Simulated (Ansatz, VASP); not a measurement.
## One calculation of SbW, two programs

```xyz
4
Lattice="2.8411 0.0000 0.0000 -1.4205 2.4605 0.0000 0.0000 0.0000 9.1955" Properties=species:S:1:pos:R:3 pbc="T T T"
W     0.0000    1.6403    0.4690
W     1.4205    0.8202    5.0667
Sb    0.0000    1.6403    2.9885
Sb    1.4205    0.8202    7.5863
```

Alike in both runs: task single point; functional PBEsol; k mesh 9 × 9 × 5; occupations fermi-dirac, width 0.05 eV; no spin polarisation.

|  | VASP | Ansatz |
| --- | --- | --- |
| version | VASP 6.6.1 | Ansatz 0.2.0 |
| potentials or method | VASP PAW PBE potentials, release 64 (W_sv, Sb), cutoff 520 eV | all-electron LAPW, scalar-relativistic |

VASP gave:

| Quantity | Value |
| --- | --- |
| rms of the force components (eV/Å) | 0.037 |

Problem. Which values does Ansatz return?

Solution. rms of the force components (eV/Å): 0.001.

VASP's potentials were made for PBE, not for PBEsol. Atom by atom the forces differ by 0.036 eV/Å (rms over components). Ansatz ran all-electron here, and VASP with PAW potentials.

Neither program's run includes spin-orbit coupling.
